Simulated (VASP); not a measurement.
# MoS2 in VASP: notebook, part 2 of 2

VASP 6.6.1. The steps go on from the part before.

**3. Dielectric tensor, PBEsol**

The input, INCAR:

```
SYSTEM = MoS2
PREC = Accurate ; ENCUT = 520
EDIFF = 1E-8 ; ISMEAR = 0
SIGMA = 0.01 ; LREAL = .False.
LASPH = .True. ; NELM = 80
ALGO = Normal ; ISIF = 2
LWAVE = .False. ; LCHARG = .False.
GGA = PS ; LEPSILON = .True.
```

The input, KPOINTS:

```
Automatic mesh
0
Gamma
  8 8 2
  0 0 0
```

The input, POSCAR:

```
MoS2
1.0
    3.1841260822      0.0000000000      0.0000000000
   -1.5920630411      2.7575340760      0.0000000000
    0.0000000000      0.0000000000     17.3345999500
Mo S
1 2
Direct
    0.0000000000      0.0000000000      0.0000000000
    0.3333333333      0.6666666667      0.9105070200
    0.3333333333      0.6666666667      0.0894929800
```

Potentials or basis: VASP PAW PBE potentials, release 64 (Mo_sv, S).

Started as:

```sh
$ cat potpaw_PBE.64/Mo_sv/POTCAR potpaw_PBE.64/S/POTCAR > POTCAR
$ mpirun -np 1 vasp_std > vasp.out
```

OUTCAR:

```text
SYSTEM = MoS2
   PREC = Accurate
   ENCUT = 520
   EDIFF = 1E-8
   ISMEAR = 0
   LREAL = .False.
   LASPH = .True.
   NELM = 80
   ISIF = 2
   GGA = PS
   LEPSILON = .True.

 ion  position               nearest neighbor table
   1  0.000  0.000  0.000-   2 2.41   3 2.41   2 2.41   3 2.41   2 2.41   3 2.41
   2  0.333  0.667  0.911-   1 2.41   1 2.41   1 2.41
   3  0.333  0.667  0.089-   1 2.41   1 2.41   1 2.41

  LATTYP: Found a hexagonal cell.
 ALAT       =     3.1841260822
 C/A-ratio  =     5.4440683260

  Lattice vectors:

 A1 = (   3.1841260822,   0.0000000000,   0.0000000000)
 A2 = (  -1.5920630411,   2.7575340760,   0.0000000000)
 A3 = (   0.0000000000,   0.0000000000,  17.3345999500)

Analysis of symmetry for initial positions (statically):
=====================================================================
 Subroutine PRICEL returns:
 Original cell was already a primitive cell.

 Routine SETGRP: Setting up the symmetry group for a
 hexagonal supercell.

 Subroutine GETGRP returns: Found 12 space group operations
 (whereof 12 operations were pure point group operations)
 out of a pool of 24 trial point group operations.

The static configuration has the point symmetry D_3h.

Analysis of symmetry for dynamics (positions and initial velocities):
=====================================================================
 Subroutine PRICEL returns:
 Original cell was already a primitive cell.

 Routine SETGRP: Setting up the symmetry group for a
 hexagonal supercell.

 Subroutine GETGRP returns: Found 12 space group operations
 (whereof 12 operations were pure point group operations)
 out of a pool of 24 trial point group operations.

The dynamic configuration has the point symmetry D_3h.

 Subroutine INISYM returns: Found 12 space group operations
 (whereof 12 operations are pure point group operations),
 and found     1 'primitive' translations

----------------------------------------------------------------------------------------

                                     Primitive cell

  volume of cell :     152.2036

  direct lattice vectors                    reciprocal lattice vectors
     3.184126082  0.000000000  0.000000000     0.314057915  0.181321422  0.000000000
    -1.592063041  2.757534076  0.000000000     0.000000000  0.362642844  0.000000000
     0.000000000  0.000000000 17.334599950     0.000000000  0.000000000  0.057688092

  length of vectors
     3.184126082  3.184126082 17.334599950     0.362642844  0.362642844  0.057688092

  position of ions in fractional coordinates (direct lattice)
     0.000000000  0.000000000  0.000000000
     0.333333333  0.666666667  0.910507020
     0.333333333  0.666666667  0.089492980

  ion indices of the primitive-cell ions
   primitive index   ion index
                 1           1
                 2           2
                 3           3

[... 501 lines left out ...]
      4     -36.3387      2.00000
      5     -13.4677      2.00000
      6     -13.3581      2.00000
[... 9 lines left out ...]
     16       1.9240      0.00000
     17       3.2944      0.00000

  FORCE on cell =-STRESS in cart. coord.  units (eV):
  Direction    XX          YY          ZZ          XY          YZ          ZX
  --------------------------------------------------------------------------------------
  -------------------------------------------------------------------------------------
  Total       -1.4138018     -1.4138018     -0.4746779      0.0000000      0.0000000      0.0000000
  in kB      -14.8824402    -14.8824402     -4.9967160      0.0000000      0.0000000      0.0000000
  external PRESSURE =     -11.5871988 kB  Pullay stress =       0.0000000 kB

 VOLUME and BASIS-vectors are now :
 -----------------------------------------------------------------------------
  energy-cutoff  :      520.00
  volume of cell :      152.20
      direct lattice vectors                 reciprocal lattice vectors
     3.184126082  0.000000000  0.000000000     0.314057915  0.181321422  0.000000000
    -1.592063041  2.757534076  0.000000000     0.000000000  0.362642844  0.000000000
     0.000000000  0.000000000 17.334599950     0.000000000  0.000000000  0.057688092

 POSITION                                       TOTAL-FORCE (eV/Angst)
 -----------------------------------------------------------------------------------
      0.00000      0.00000      0.00000         0.000000      0.000000      0.000000
     -0.00000      1.83836     15.78327        -0.000000      0.000000      0.145391
     -0.00000      1.83836      1.55133         0.000000      0.000000     -0.145391
 -----------------------------------------------------------------------------------
    total drift:                                0.000000     -0.000000     -0.000000

  FREE ENERGIE OF THE ION-ELECTRON SYSTEM (eV)
  ---------------------------------------------------
  free  energy   TOTEN  =       -23.4068576303 eV

  energy  without entropy=      -23.4068576303  energy(sigma->0) =      -23.40685763

 HEAD OF MICROSCOPIC STATIC DIELECTRIC TENSOR (INDEPENDENT PARTICLE, excluding Hartree and local field effects)
 ------------------------------------------------------
           6.336694    -0.000000    -0.000000
           0.000000     6.336694     0.000000
          -0.000000     0.000000     3.582362
 ------------------------------------------------------

 Free energy of the ion-electron system (eV)
  ---------------------------------------------------
  ---------------------------------------------------
  free energy    TOTEN  =        -2.24015638 eV

  energy without entropy =       -2.24015638

------------------------ aborting loop because EDIFF is reached ----------------------------------------

--------------------------------------- Ionic step        2  -------------------------------------------

------------------------ aborting loop because EDIFF is reached ----------------------------------------

--------------------------------------- Ionic step        3  -------------------------------------------

 Free energy of the ion-electron system (eV)
  ---------------------------------------------------
  ---------------------------------------------------
  free energy    TOTEN  =        -0.18377392 eV

  energy without entropy =       -0.18377392

------------------------ aborting loop because EDIFF is reached ----------------------------------------

 PIEZOELECTRIC TENSOR FIELD DIRECTION 3  (e Angst)
 -----------------------------------------------------------------------------
     0.00000  0.00000  0.00000           (  0.00000  0.00000  0.00000)
     0.00000  0.00000 -0.00000           ( -0.00000  0.00000  0.00000)
     0.00000  0.00000 -0.00000           (  0.00000  0.00000  0.00000)

 PIEZOELECTRIC TENSOR FIELD DIRECTION 3  (C/m^2)
 -----------------------------------------------------------------------------
     0.00000  0.00000  0.00000
     0.00000  0.00000 -0.00000
     0.00000  0.00000 -0.00000

 MACROSCOPIC STATIC DIELECTRIC TENSOR (including local field effects in DFT)
 ------------------------------------------------------
           6.012962     0.000000     0.000000
           0.000000     6.012962     0.000000
          -0.000000     0.000000     1.413881
 ------------------------------------------------------

 PIEZOELECTRIC TENSOR (including local field effects)  for field in x, y, z        (e  Angst)
          XX          YY          ZZ          XY          YZ          ZX
  --------------------------------------------------------------------------------
  x    -0.00000     0.00000     0.00000     1.75603     0.00000     0.00000
  y     1.75603    -1.75603     0.00000     0.00000     0.00000     0.00000
  z     0.00000     0.00000     0.00000    -0.00000     0.00000     0.00000

 PIEZOELECTRIC TENSOR (including local field effects)  for field in x, y, z        (C/m^2)
          XX          YY          ZZ          XY          YZ          ZX
  --------------------------------------------------------------------------------
  x    -0.00000     0.00000     0.00000     0.18485     0.00000     0.00000
  y     0.18485    -0.18485     0.00000     0.00000     0.00000     0.00000
  z     0.00000     0.00000     0.00000    -0.00000     0.00000     0.00000

 BORN EFFECTIVE CHARGES (including local field effects) (in |e|, cummulative output)
 ---------------------------------------------------------------------------------
 ion    1
    1    -1.03663     0.00000     0.00000
    2     0.00000    -1.03663     0.00000
    3     0.00000     0.00000    -0.10904
 ion    2
    1     0.51832     0.00000     0.00000
    2     0.00000     0.51832     0.00000
    3     0.00000    -0.00000     0.05452
 ion    3
    1     0.51832     0.00000     0.00000
    2    -0.00000     0.51832     0.00000
    3    -0.00000     0.00000     0.05452
```

stdout:

```text
POSCAR found type information on POSCAR MoS
 POSCAR found :  2 types and       3 ions
 scaLAPACK will be used
 -----------------------------------------------------------------------------
|                                                                             |
|                                                                             |
|     You enforced a specific xc type in the INCAR file but a different       |
[... 28 lines left out ...]
  Direction:   1
 dielectric tensor                  component  1 :     6.013    -0.003    -0.000
 Linear response to external field, progress :
  Direction:   2
 dielectric tensor                  component  2 :    -0.068     6.013     0.000
 Linear response to external field, progress :
  Direction:   3
 dielectric tensor                  component  3 :    -0.000     0.000     1.414
 Born effective charges drift removed
```

Run time: 8 min. Hardware: 1 thread of AMD EPYC 9R45 (Zen 5), shared host; peak memory 0.55 GiB.

What came out:

- Band gap on the k mesh: 1.78 eV (least direct gap 1.99 eV)
- Electronic dielectric tensor (diagonal): 6.01, 6.01, 1.41
- Born charges (mean of the diagonal): Mo -0.73; S +0.36 e

Levels at points of the mesh, in eV from the valence-band top:
```
           k point  band 10  band 11  band 12  band 13  band 14  band 15  band 16  band 17
(0.00, 0.00, 0.00)    -1.77    -1.58    -1.58     0.00     2.74     2.74     3.03     3.03
(0.50, 0.00, 0.00)    -3.24    -1.87    -1.03    -0.68     2.20     2.73     3.85     4.34
(0.00, 0.00, 0.50)    -1.77    -1.58    -1.58     0.00     2.74     2.74     3.03     3.03
(0.50, 0.00, 0.50)    -3.24    -1.87    -1.03    -0.68     2.20     2.73     3.85     4.34
```

Electronic dielectric tensor:
```
6.01 0.00 0.00
0.00 6.01 0.00
0.00 0.00 1.41
```

Born effective charge tensors (e):
atom 1, Mo
```
-1.04  0.00  0.00
 0.00 -1.04  0.00
 0.00  0.00 -0.11
```
atom 2, S
```
0.52 0.00 0.00
0.00 0.52 0.00
0.00 0.00 0.05
```
atom 3, S
```
0.52 0.00 0.00
0.00 0.52 0.00
0.00 0.00 0.05
```

Caveat: there is no dipole correction, which matters where the two faces differ; the PAW data sets were made with another functional, which shifts forces and pressure a little.
